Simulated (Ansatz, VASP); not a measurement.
This is a calculation of KF for Ansatz 0.2.0.

input.yaml

```yaml
crystal:
  lattice:
    - [0.0, 2.67185, 2.67185]
    - [2.618413, 0.0, 2.67185]
    - [2.618413, 2.67185, 0.0]
  atoms:
    - { symbol: K, position: [0.0, 0.0, 0.0] }
    - { symbol: F, position: [0.5, 0.5, 0.5] }
hamiltonian:
  xc: pbe
  pseudopotentials: { kind: paw }
kpoints:
  mp_grid: { grid: [9, 9, 9] }
scf:
  occupations: { method: fermi_dirac, width: 0.05 }
output:
  forces: true
  stress: true
  eigenvalues: true
relax:
  f_tol: 0.01
  max_steps: 40
```

Potentials or basis: Ansatz PAW.

Launch:

```console
$ ansatz run input.yaml --threads 2 --pin off --max-ram 5632MiB --backend cpu --events-out ev --progress --plain --runs-dir out
```

Problem. Set up the same calculation for VASP 6.6.1. Potentials there: VASP PAW PBE potentials, release 64 (K_sv, F).

Solution. As run (the cutoff follows the program's own potentials):

The input INCAR:

```
SYSTEM = KF
ALGO = Normal
EDIFF = 1E-6
EDIFFG = -0.01
ENCUT = 520
GGA = PE
IBRION = 2
ISIF = 2
ISMEAR = -1
LASPH = .TRUE.
LCHARG = .FALSE.
LREAL = .FALSE.
LWAVE = .FALSE.
NELM = 100
NSW = 60
PREC = Accurate
SIGMA = 0.05
```

Contents of KPOINTS:

```
k-points
0
G
  9 9 9
  0 0 0
```

POSCAR

```
KF
1.0
    0.0000000000      2.6718500000      2.6718500000
    2.6184130000      0.0000000000      2.6718500000
    2.6184130000      2.6718500000      0.0000000000
K F
1 1
Direct
    0.0000000000      0.0000000000      0.0000000000
    0.5000000000      0.5000000000      0.5000000000
```

Potentials or basis: VASP PAW PBE potentials, release 64 (K_sv, F).

Launch:

```console
$ cat potpaw_PBE.64/K_sv/POTCAR potpaw_PBE.64/F/POTCAR > POTCAR
$ mpirun -np 1 vasp_std > vasp.out
```

Both were run:

|  | VASP | Ansatz | Ansatz less VASP |
| --- | --- | --- | --- |
| gap on the k mesh at the Fermi level, each at its own relaxed structure (eV) | 6.25 | 6.26 | +0.017 |

Noted on VASP's run: the relaxation stopped at its first step, so nothing moved. Noted on Ansatz's run: the relaxation stopped at its first step, so nothing moved; odd divisions of the mesh miss points on the zone boundary, where band edges often lie, so the gap on the mesh can be too wide.
